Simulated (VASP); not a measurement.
# C (Fd-3m) in VASP: a series of runs

C is run at these levels: PBE; tasks: single point, relaxation of cell and atoms.

Everything below comes from runs of VASP 6.6.1. Logs are shortened: lines on timing, memory, paths and dates and some standing lists are left out, and cuts for length are marked.

### 1 The cell of the first run

The structure is cubic, space group Fd-3m (No. 227). Conventional cell: a = 3.572 Å, b = 3.572 Å, c = 3.572 Å, α = 90.00°, β = 90.00°, γ = 90.00°. C (site symmetry -43m) has 4 C at 1.55 Å within 2.1 Å.

### 2 Single point, PBE

INCAR

```
SYSTEM = C
  PREC = Accurate
  ENCUT = 600
  EDIFF = 1E-6
  ISMEAR = 0
  SIGMA = 0.02
  LREAL = .False.
  LASPH = .True.
  NELM = 120
  ALGO = Normal
  ISIF = 2
  LWAVE = .False.
  LCHARG = .False.
  GGA = PE
  NBANDS = 11
  GGA_COMPAT = .False.
```

KPOINTS

```
regular mesh
0
Gamma
  12 12 12
  0 0 0
```

POSCAR

```
C
1.0
    0.0000000000      1.7858137784      1.7858137784
    1.7858137784      0.0000000000      1.7858137784
    1.7858137784      1.7858137784      0.0000000000
C
2
Direct
    0.0000000000      0.0000000000      0.0000000000
    0.2500000000      0.2500000000      0.2500000000
```

Potentials or basis: VASP PAW PBE potentials, release 64 (C).

Launch:

```console
$ cat potpaw_PBE.64/C/POTCAR > POTCAR
$ mpirun -np 1 vasp_std > vasp.out
```

OUTCAR:

```text
SYSTEM = C
   PREC = Accurate
   ENCUT = 600
   EDIFF = 1E-6
   ISMEAR = 0
   LREAL = .False.
   LASPH = .True.
   NELM = 120
   ISIF = 2
   GGA = PE

 ion  position               nearest neighbor table
   1  0.000  0.000  0.000-   2 1.55   2 1.55   2 1.55   2 1.55
   2  0.250  0.250  0.250-   1 1.55   1 1.55   1 1.55   1 1.55

  LATTYP: Found a face centered cubic cell.
 ALAT       =     3.5716275568

  Lattice vectors:

 A1 = (   0.0000000000,   1.7858137784,   1.7858137784)
 A2 = (   1.7858137784,   0.0000000000,   1.7858137784)
 A3 = (   1.7858137784,   1.7858137784,   0.0000000000)

Analysis of symmetry for initial positions (statically):
=====================================================================
 Subroutine PRICEL returns:
 Original cell was already a primitive cell.

 Routine SETGRP: Setting up the symmetry group for a
 face centered cubic supercell.

 Subroutine GETGRP returns: Found 48 space group operations
 (whereof 24 operations were pure point group operations)
 out of a pool of 48 trial point group operations.

The static configuration has the point symmetry T_d .
 The point group associated with its full space group is O_h .

Analysis of symmetry for dynamics (positions and initial velocities):
=====================================================================
 Subroutine PRICEL returns:
 Original cell was already a primitive cell.

 Routine SETGRP: Setting up the symmetry group for a
 face centered cubic supercell.

 Subroutine GETGRP returns: Found 48 space group operations
 (whereof 24 operations were pure point group operations)
 out of a pool of 48 trial point group operations.

The dynamic configuration has the point symmetry T_d .
 The point group associated with its full space group is O_h .

 Subroutine INISYM returns: Found 48 space group operations
 (whereof 24 operations are pure point group operations),
 and found     1 'primitive' translations

----------------------------------------------------------------------------------------

                                     Primitive cell

  volume of cell :      11.3904

  direct lattice vectors                    reciprocal lattice vectors
     0.000000000  1.785813778  1.785813778    -0.279984400  0.279984400  0.279984400
     1.785813778  0.000000000  1.785813778     0.279984400 -0.279984400  0.279984400
     1.785813778  1.785813778  0.000000000     0.279984400  0.279984400 -0.279984400

  length of vectors
     2.525522065  2.525522065  2.525522065     0.484947207  0.484947207  0.484947207

  position of ions in fractional coordinates (direct lattice)
     0.000000000  0.000000000  0.000000000
     0.250000000  0.250000000  0.250000000

  ion indices of the primitive-cell ions
   primitive index   ion index
                 1           1
                 2           2

----------------------------------------------------------------------------------------

 KPOINTS: regular mesh

Automatic generation of k-mesh.
 Grid dimensions read from file:
 generate k-points for:   12   12   12

 Generating k-lattice:

  Cartesian coordinates                     Fractional coordinates (reciprocal lattice)
    -0.023332033  0.023332033  0.023332033     0.083333333  0.000000000  0.000000000
     0.023332033 -0.023332033  0.023332033     0.000000000  0.083333333  0.000000000
     0.023332033  0.023332033 -0.023332033     0.000000000  0.000000000  0.083333333

  Length of vectors
     0.040412267  0.040412267  0.040412267

  Shift w.r.t. Gamma in fractional coordinates (k-lattice)
     0.000000000  0.000000000  0.000000000

 Subroutine IBZKPT returns following result:
 ===========================================

 Found     72 irreducible k-points:

 Following reciprocal coordinates:
            Coordinates               Weight
  0.000000  0.000000  0.000000      1.000000
  0.083333  0.000000  0.000000      8.000000
  0.166667  0.000000  0.000000      8.000000
  0.250000  0.000000  0.000000      8.000000
  0.333333  0.000000  0.000000      8.000000
  0.416667  0.000000  0.000000      8.000000
[... 16 lines left out ...]
  0.500000  0.166667  0.000000     24.000000
 -0.416667  0.166667  0.000000     24.000000
 [... further k-points ...]
   k-points           NKPTS =     72   k-points in BZ     NKDIM =     72   number of bands    NBANDS=     11
   number of dos      NEDOS =    301   number of ions     NIONS =      2
   total plane-waves  NPLWV =   8000
   dimension x,y,z NGX =    20 NGY =   20 NGZ =   20
   dimension x,y,z NGXF=    40 NGYF=   40 NGZF=   40
   ions per type =               2
   NGX,Y,Z   is equivalent  to a cutoff of  13.17, 13.17, 13.17 a.u.
   NGXF,Y,Z  is equivalent  to a cutoff of  26.33, 26.33, 26.33 a.u.
 SYSTEM =  C
   PREC   = accura    normal or accurate (medium, high low for compatibility)
   ISTART =      0    job   : 0-new  1-cont  2-samecut
   ICHARG =      2    charge: 1-file 2-atom 10-const
   ISPIN  =      1    spin polarized calculation?
   LNONCOLLINEAR =      F non collinear calculations
   LSORBIT =      F    spin-orbit coupling
   LASPH  =      T    aspherical Exc in radial PAW
   ENCUT  =  600.0 eV  44.10 Ry    6.64 a.u.   5.04  5.04  5.04*2*pi/ulx,y,z
   NELM   =    120;   NELMIN=  2; NELMDL= -5     # of ELM steps
   EDIFF  = 0.1E-05   stopping-criterion for ELM
   LREAL  =      F    real-space projection
   EDIFFG = 0.1E-04   stopping-criterion for IOM
   NSW    =      0    number of steps for IOM
   IBRION =     -1    ionic relax: 0-MD 1-quasi-New 2-CG
   NFREE  =      0    steps in history (QN), initial steepest desc. (CG)
   ISIF   =      2    stress and relaxation
   ISYM   =      2    0-nonsym 1-usesym 2-fastsym
   POTIM  = 0.5000    time-step for ionic-motion
   TEBEG  =    0.0;   TEEND  =   0.0 temperature during run
   PSTRESS=    0.0 pullay stress
   NELECT =       8.0000    total number of electrons
   NUPDOWN=      -1.0000    fix difference up-down
   EMIN   =  10.00;   EMAX   =-10.00  energy-range for DOS
   EFERMI =   0.00;   METHOD = LEGACY
   ISMEAR =     0;   SIGMA  =   0.02  broadening in eV -4-tet -1-fermi 0-gaus
   EFERMI_NEDOS =   21; number of points for ismear=-14 and -15
   IALGO  =     38    algorithm
   IMIX   =      4    mixing-type and parameters
     AMIX     =   0.40;   BMIX     =  1.00
     AMIX_MAG =   1.60;   BMIX_MAG =  1.00
  volume/ion in A,a.u.               =       5.70        38.43
  Fermi-wavevector in a.u.,A,eV,Ry     =   1.455209  2.749946 28.812143  2.117633
  Thomas-Fermi vector in A             =   2.572270
   LORBIT       =      0    0 simple, 1 ext, 2 COOP (PROOUT), +10 PAW based schemes
   GGA     = PE    functional components
   LHFCALC =     F    Hartree Fock is set to
   AEXX    =    0.0000 exact exchange contribution
   IVDW    =     0    specifies the selected vdW correction
   LEPSILON=     F    determine dielectric tensor
   LRPA    =     F    only Hartree local field effects (RPA)
 non-spin polarized calculation
 Gauss-broadening in eV      SIGMA  =   0.02
  energy-cutoff  :      600.00
  volume of cell :       11.39
 maximum number of plane-waves:       392
   NGX =  9   NGY =  9   NGZ =  9

 number of electron       7.9999999 magnetization

 Free energy of the ion-electron system (eV)
  ---------------------------------------------------
  ext. energy  EPLUGINS =         0.00000000
  ---------------------------------------------------
  free energy    TOTEN  =       -18.19049240 eV

  energy without entropy =      -18.19049240  energy(sigma->0) =      -18.19049240

 E-fermi :   9.7724     XC(G=0): -13.2301

 val. band max:        9.6691731944   @ k =   0.0000   0.0000   0.0000
 cond. band min:      13.8133284763   @ k =   0.3333   0.3333   0.0000
 fundamental gap:      4.1441552819
 Fermi energy:         9.7724108475

 k-point     1 :       0.0000    0.0000    0.0000
  band No.  band energies     occupation
      1     -11.7521      2.00000
      2       9.6692      2.00000
      3       9.6692      2.00000
      4       9.6692      2.00000
      5      15.2481      0.00000
      6      15.2481      0.00000
      7      15.2481      0.00000
      8      22.9064      0.00000
      9      28.9117      0.00000
     10      36.1603      0.00000
     11      36.1603      0.00000

 k-point     2 :       0.0833    0.0000    0.0000
  band No.  band energies     occupation
      1     -11.5606      2.00000
      2       8.4471      2.00000
      3       9.3479      2.00000
      4       9.3479      2.00000
      5      15.6689      0.00000
      6      15.6689      0.00000
      7      15.9577      0.00000
      8      23.0740      0.00000
      9      29.2312      0.00000
     10      34.0424      0.00000
     11      34.0424      0.00000

 k-point     3 :       0.1667    0.0000    0.0000
  band No.  band energies     occupation
      1     -10.9876      2.00000
      2       5.9245      2.00000
      3       8.6504      2.00000
      4       8.6504      2.00000
      5      16.5841      0.00000
      6      16.5841      0.00000
      7      17.0364      0.00000
      8      23.5576      0.00000
      9      29.8997      0.00000
     10      32.4511      0.00000
     11      32.4511      0.00000

 k-point     4 :       0.2500    0.0000    0.0000
  band No.  band energies     occupation
      1     -10.0423      2.00000
      2       3.0973      2.00000
      3       7.9305      2.00000
      4       7.9305      2.00000
      5      17.4387      0.00000
      6      17.4387      0.00000
      7      17.7760      0.00000
      8      24.2369      0.00000
      9      30.3262      0.00000
     10      32.0337      0.00000
     11      32.0337      0.00000
[... 239 lines left out ...]
 k-point    22 :       0.4167    0.1667    0.0000
  band No.  band energies     occupation
      1      -7.5937      2.00000
      2      -0.0764      2.00000
      3       5.4113      2.00000
      4       5.6324      2.00000
      5      16.3305      0.00000
      6      20.6286      0.00000
      7      20.7305      0.00000
      8      22.3219      0.00000
      9      30.6889      0.00000
     10      32.0483      0.00000
     11      37.0159      0.00000

 k-point    23 :       0.5000    0.1667    0.0000
  band No.  band energies     occupation
      1      -6.0195      2.00000
      2      -2.3065      2.00000
      3       4.6967      2.00000
      4       5.7191      2.00000
      5      16.7520      0.00000
      6      20.3607      0.00000
      7      20.8427      0.00000
      8      23.9136      0.00000
      9      29.7572      0.00000
     10      33.4053      0.00000
     11      36.2021      0.00000

 k-point    24 :      -0.4167    0.1667    0.0000
  band No.  band energies     occupation
      1      -5.5931      2.00000
      2      -2.8188      2.00000
      3       4.2124      2.00000
      4       6.0957      2.00000
      5      17.1879      0.00000
      6      19.8726      0.00000
      7      20.8207      0.00000
      8      25.0580      0.00000
      9      29.0669      0.00000
     10      33.8098      0.00000
     11      34.1576      0.00000

 [... further k-points ...]
[... 5 lines left out ...]
  --------------------------------------------------------------------------------------
  -------------------------------------------------------------------------------------
  Total       -0.0016441     -0.0016441     -0.0016441     -0.0000000      0.0000000      0.0000000
  in kB       -0.2312583     -0.2312583     -0.2312583     -0.0000000      0.0000000      0.0000000
  external PRESSURE =      -0.2312583 kB  Pullay stress =       0.0000000 kB

 VOLUME and BASIS-vectors are now :
 -----------------------------------------------------------------------------
  energy-cutoff  :      600.00
  volume of cell :       11.39
      direct lattice vectors                 reciprocal lattice vectors
     0.000000000  1.785813778  1.785813778    -0.279984400  0.279984400  0.279984400
     1.785813778  0.000000000  1.785813778     0.279984400 -0.279984400  0.279984400
     1.785813778  1.785813778  0.000000000     0.279984400  0.279984400 -0.279984400

 POSITION                                       TOTAL-FORCE (eV/Angst)
 -----------------------------------------------------------------------------------
      0.00000      0.00000      0.00000         0.000000      0.000000      0.000000
      0.89291      0.89291      0.89291        -0.000000     -0.000000     -0.000000
 -----------------------------------------------------------------------------------
    total drift:                                0.000000      0.000000      0.000000

  FREE ENERGIE OF THE ION-ELECTRON SYSTEM (eV)
  ---------------------------------------------------
  free  energy   TOTEN  =       -18.1904923982 eV

  energy  without entropy=      -18.1904923982  energy(sigma->0) =      -18.19049240
```

Run time: 8.6 s. Hardware: 1 thread of AMD EPYC 7R43 (Zen 3), shared host; peak memory 0.08 GiB.

What came out:

```
Free energy            : -18.1905 eV
Pressure               : 0.0 GPa
Band gap on the k mesh : 4.14 eV (least direct gap 5.58 eV)
```

A k mesh can miss the band edges.

(Part 1 of 2 ends here.)
